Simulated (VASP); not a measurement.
Al4N3 (a cell with a defect), 7 atoms in the cell. The cell holds a defect, 7 atoms: a = 4.403 Å, b = 4.403 Å, c = 4.403 Å, α = 90.00°, β = 90.00°, γ = 90.00°. 

| Item | Value |
| --- | --- |
| Program | VASP 6.6.1 |
| Task | relaxation of the atoms |
| Functional | PBE |
| Potentials or basis | VASP PAW PBE potentials, release 64 (Al, N) |
| Cutoff | 520 eV |
| k mesh | 3 × 3 × 3 |
| Occupations | gaussian, width 0.01 eV |
| Spin | collinear spin, ferromagnetic start |
| Starting moments | [0.25, 0.25, 0.25, 0.25, 0.0, 0.0, 0.0] μB |
| Dipole correction | no |
| Charge | 2 |
| Further INCAR settings | ALGO = Normal; EDIFF = 1e-07; IBRION = 2; EDIFFG = -0.025; NSW = 65; NELECT = 25.0 |

Potentials or basis: VASP PAW PBE potentials, release 64 (Al, N).

Command:

```console
$ cat potpaw_PBE.64/Al/POTCAR potpaw_PBE.64/N/POTCAR > POTCAR
$ mpirun -np 1 vasp_std > vasp.out
```

Hardware: 1 thread of Intel(R) Xeon(R) Platinum 8488C (Sapphire Rapids), on a shared host.

Question: How long does it take, and how much memory?

Answer: Wall time 51 s on 1 thread of Intel(R) Xeon(R) Platinum 8488C (Sapphire Rapids), on a shared host, peak memory 0.22 GiB. Counts: scf iterations 33, k points 4, ion steps 3.
